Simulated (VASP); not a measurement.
# Si2Mo (I4/mmm) in VASP: single point with PBE

Aim: the single point of Si2Mo with PBE.

All numbers are computed with VASP 6.6.1; they aren't measurements. Logs are shortened: lines on timing, memory, paths and dates and some standing lists are left out, and cuts for length are marked.

## 1. The cell of the first run

Symmetry: I4/mmm, No. 139, tetragonal system. Conventional cell: a = 3.200 Å, b = 3.200 Å, c = 7.861 Å, α = 90.00°, β = 90.00°, γ = 90.00°. Si (site symmetry 4mm) has 9 Si at 2.59 to 3.20 Å and 5 Mo at 2.61 to 2.63 Å within 3.4 Å. Within 3.4 Å of Mo (site symmetry 4/mmm) lie 10 Si at 2.61 to 2.63 Å and 4 Mo at 3.20 Å.

## 2. Single point, PBE

INCAR

```
PREC = Accurate
ENCUT = 520
EDIFF = 1E-6
ISMEAR = 1
SIGMA = 0.2
LREAL = F
LASPH = T
NELM = 80
ALGO = Normal
ISIF = 2
LWAVE = F
LCHARG = T
GGA = PE
LELF = T
LVHAR = T
NBANDS = 18
```

KPOINTS

```
regular mesh
0
Gamma
  12 12 12
```

POSCAR

```
Si2Mo
1.0
   -1.6000000000      1.6000000000      3.9305000000
    1.6000000000     -1.6000000000      3.9305000000
    1.6000000000      1.6000000000     -3.9305000000
Si Mo
2 1
Direct
    0.3349538823      0.3349538823      0.0000000000
    0.6650461177      0.6650461177      0.0000000000
    0.0000000000      0.0000000000      0.0000000000
```

Potentials or basis: VASP PAW PBE potentials, release 64 (Si, Mo_sv).

On the command line:

```
> cat potpaw_PBE.64/Si/POTCAR potpaw_PBE.64/Mo_sv/POTCAR > POTCAR
> mpirun -np 1 vasp_std > vasp.out
```

OUTCAR:

```text
PREC = Accurate
   ENCUT = 520
   EDIFF = 1E-6
   ISMEAR = 1
   LREAL = F
   LASPH = T
   NELM = 80
   ISIF = 2
   GGA = PE

 ion  position               nearest neighbor table
   1  0.335  0.335  0.000-   2 2.59   3 2.61   3 2.61   3 2.61   3 2.61   2 2.63   2 2.63   2 2.63
                             2 2.63   3 2.63
   2  0.665  0.665  0.000-   1 2.59   3 2.61   3 2.61   3 2.61   3 2.61   1 2.63   1 2.63   1 2.63
                             1 2.63   3 2.63
   3  0.000  0.000  0.000-   2 2.61   2 2.61   2 2.61   1 2.61   2 2.61   1 2.61   1 2.61   1 2.61
                             1 2.63   2 2.63

  LATTYP: Found a body centered tetragonal cell.
 ALAT       =     3.2000000000
 C/A-ratio  =     2.4565625000

  Lattice vectors:

 A1 = (  -1.6000000000,   1.6000000000,   3.9305000000)
 A2 = (   1.6000000000,  -1.6000000000,   3.9305000000)
 A3 = (   1.6000000000,   1.6000000000,  -3.9305000000)

Analysis of symmetry for initial positions (statically):
=====================================================================
 Subroutine PRICEL returns:
 Original cell was already a primitive cell.

 Routine SETGRP: Setting up the symmetry group for a
 body centered tetragonal supercell.

 Subroutine GETGRP returns: Found 16 space group operations
 (whereof 16 operations were pure point group operations)
 out of a pool of 16 trial point group operations.

The static configuration has the point symmetry D_4h.

Analysis of symmetry for dynamics (positions and initial velocities):
=====================================================================
 Subroutine PRICEL returns:
 Original cell was already a primitive cell.

 Routine SETGRP: Setting up the symmetry group for a
 body centered tetragonal supercell.

 Subroutine GETGRP returns: Found 16 space group operations
 (whereof 16 operations were pure point group operations)
 out of a pool of 16 trial point group operations.

The dynamic configuration has the point symmetry D_4h.

 Subroutine INISYM returns: Found 16 space group operations
 (whereof 16 operations are pure point group operations),
 and found     1 'primitive' translations

----------------------------------------------------------------------------------------

                                     Primitive cell

[... 89 lines left out ...]
   LASPH  =      T    aspherical Exc in radial PAW
   ENCUT  =  520.0 eV  38.22 Ry    6.18 a.u.   8.43  8.43  8.43*2*pi/ulx,y,z
   NELM   =     80;   NELMIN=  2; NELMDL= -5     # of ELM steps
   EDIFF  = 0.1E-05   stopping-criterion for ELM
   LREAL  =      F    real-space projection
   EDIFFG = 0.1E-04   stopping-criterion for IOM
   NSW    =      0    number of steps for IOM
   IBRION =     -1    ionic relax: 0-MD 1-quasi-New 2-CG
   NFREE  =      0    steps in history (QN), initial steepest desc. (CG)
   ISIF   =      2    stress and relaxation
   ISYM   =      2    0-nonsym 1-usesym 2-fastsym
   POTIM  = 0.5000    time-step for ionic-motion
   TEBEG  =    0.0;   TEEND  =   0.0 temperature during run
   PSTRESS=    0.0 pullay stress
   NELECT =      22.0000    total number of electrons
   NUPDOWN=      -1.0000    fix difference up-down
   EMIN   =  10.00;   EMAX   =-10.00  energy-range for DOS
   EFERMI =   0.00;   METHOD = LEGACY
   ISMEAR =     1;   SIGMA  =   0.20  broadening in eV -4-tet -1-fermi 0-gaus
   EFERMI_NEDOS =   21; number of points for ismear=-14 and -15
   IALGO  =     38    algorithm
   IMIX   =      4    mixing-type and parameters
     AMIX     =   0.40;   BMIX     =  1.00
     AMIX_MAG =   1.60;   BMIX_MAG =  1.00
  volume/ion in A,a.u.               =      13.42        90.54
  Fermi-wavevector in a.u.,A,eV,Ry     =   1.338546  2.529484 24.377614  1.791704
  Thomas-Fermi vector in A             =   2.467007
   LORBIT       =      0    0 simple, 1 ext, 2 COOP (PROOUT), +10 PAW based schemes
   GGA     = PE    functional components
   LHFCALC =     F    Hartree Fock is set to
   AEXX    =    0.0000 exact exchange contribution
   IVDW    =     0    specifies the selected vdW correction
   LEPSILON=     F    determine dielectric tensor
   LRPA    =     F    only Hartree local field effects (RPA)
 non-spin polarized calculation
 Methfessel and Paxton  Order N= 1 SIGMA  =   0.20
  energy-cutoff  :      520.00
  volume of cell :       40.25
 maximum number of plane-waves:      1112
 NGX is ok and might be reduce to    36
   NGX = 17   NGY = 17   NGZ = 17

 number of electron      22.0000000 magnetization

 Free energy of the ion-electron system (eV)
  ---------------------------------------------------
  ext. energy  EPLUGINS =         0.00000000
  ---------------------------------------------------
  free energy    TOTEN  =       -23.25635034 eV

  energy without entropy =      -23.25643427  energy(sigma->0) =      -23.25637831

 E-fermi :  12.2566     XC(G=0): -12.4267

 val. band max:       12.2134083882   @ k =  -0.4167   0.5000   0.3333
 cond. band min:      12.2650165480   @ k =   0.0833  -0.0000   0.0000
 fundamental gap:      0.0516081597
 Fermi energy:        12.2566094771

 k-point     1 :       0.0000    0.0000    0.0000
  band No.  band energies     occupation
      1     -48.4643      2.00000
      2     -22.6173      2.00000
      3     -22.5376      2.00000
      4     -22.5376      2.00000
      5      -1.1661      2.00000
      6       5.8686      2.00000
[... 481 lines left out ...]
      5       1.7707      2.00000
      6       4.2940      2.00000
[... 10 lines left out ...]
     17      19.5767      0.00000
     18      20.4564      0.00000

 [... further k-points ...]

------------------------ aborting loop because EDIFF is reached ----------------------------------------

  FORCE on cell =-STRESS in cart. coord.  units (eV):
  Direction    XX          YY          ZZ          XY          YZ          ZX
  --------------------------------------------------------------------------------------
  -------------------------------------------------------------------------------------
  Total        0.7640241      0.7640241      0.4684010      0.0000000     -0.0000000      0.0000000
  in kB       30.4137427     30.4137427     18.6457822      0.0000000     -0.0000000      0.0000000
  external PRESSURE =      26.4910892 kB  Pullay stress =       0.0000000 kB

 VOLUME and BASIS-vectors are now :
 -----------------------------------------------------------------------------
  energy-cutoff  :      520.00
  volume of cell :       40.25
      direct lattice vectors                 reciprocal lattice vectors
    -1.600000000  1.600000000  3.930500000     0.000000000  0.312500000  0.127210279
     1.600000000 -1.600000000  3.930500000     0.312500000  0.000000000  0.127210279
     1.600000000  1.600000000 -3.930500000     0.312500000  0.312500000  0.000000000

 POSITION                                       TOTAL-FORCE (eV/Angst)
 -----------------------------------------------------------------------------------
      0.00000      0.00000      2.63307         0.000000      0.000000     -0.004969
      0.00000      0.00000      5.22793        -0.000000     -0.000000      0.004969
      0.00000      0.00000      0.00000         0.000000      0.000000     -0.000000
 -----------------------------------------------------------------------------------
    total drift:                               -0.000000      0.000000     -0.000000

  FREE ENERGIE OF THE ION-ELECTRON SYSTEM (eV)
  ---------------------------------------------------
  free  energy   TOTEN  =       -23.2563503395 eV

  energy  without entropy=      -23.2564342652  energy(sigma->0) =      -23.25637831
```

stdout:

```text
POSCAR found type information on POSCAR SiMo
 POSCAR found :  2 types and       3 ions
 scaLAPACK will be used
 LDA part: xc-table for (Slater+PW92), standard interpolation
 POSCAR, INCAR and KPOINTS ok, starting setup
 FFT: planning ... GRIDC
 FFT: planning ... GRID_SOFT
 FFT: planning ... GRID
 WAVECAR not read
 entering main loop
```

Wall time 3.4 min (1 thread of Intel Xeon 8259CL, shared host); peak memory 0.28 GiB.

What came out:

```yaml
Free_energy: -23.2564 eV
Pressure: 2.6 GPa
Largest_force: 0.005 eV/Å
Band_gap_on_the_k_mesh: zero (bands 11 and 12 overlap by 0.95 eV)
```

Forces in eV/Å, atoms in the order of the input:
```
Si   0.000  0.000 -0.005
Si   0.000  0.000  0.005
Mo   0.000  0.000  0.000
```
